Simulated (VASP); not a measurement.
The system is ZrSnTe4.

```
CELL_PARAMETERS angstrom
0.00000 4.40030 4.40030
4.40030 0.00000 4.40030
4.40030 4.40030 0.00000
ATOMIC_POSITIONS crystal
Zr 0.25000 0.25000 0.25000
Sn 0.00000 0.00000 0.00000
Te 0.62532 0.62532 0.62532
Te 0.62532 0.62532 0.12405
Te 0.62532 0.12405 0.62532
Te 0.12405 0.62532 0.62532
```

The cell was generated, and may not be a known phase.

- Program: VASP 6.6.1
- Task: relaxation of cell and atoms
- Functional: PBE
- Potentials or basis: VASP PAW PBE potentials, release 64 (Zr_sv, Sn_d, Te)
- Cutoff: 600 eV
- k mesh: 8 × 8 × 8
- Occupations: gaussian, width 0.1 eV
- Spin: no spin polarisation

At the start: pressure 0.9 GPa; volume 28.40 Å³/atom.

Problem. Where does the relaxation end?

Solution. Over 4 steps the energy falls by 2.4 meV/atom and the volume is 28.87 Å³/atom (+1.6 %); space group F-43m (No. 216, to 0.1 Å) before and after.

Step by step:
```
step  energy change (eV)  largest force (eV/Å)  pressure (GPa)  volume (Å³)
   1              0.0000                0.2566            0.89       170.40
   2             -0.0133                0.0307           -0.34       174.34
   3             -0.0140                0.0677           -0.13       173.64
   4             -0.0147                0.0032            0.00       173.21
```

Final structure:
```yaml
crystal:
  lattice:
    - [0.00000, 4.42431, 4.42431]
    - [4.42431, 0.00000, 4.42431]
    - [4.42431, 4.42431, 0.00000]
  atoms:
    - { symbol: Zr, position: [0.25000, 0.25000, 0.25000] }
    - { symbol: Sn, position: [0.00000, 0.00000, 0.00000] }
    - { symbol: Te, position: [0.62441, 0.62441, 0.62441] }
    - { symbol: Te, position: [0.62441, 0.62441, 0.12676] }
    - { symbol: Te, position: [0.62441, 0.12676, 0.62441] }
    - { symbol: Te, position: [0.12676, 0.62441, 0.62441] }
```
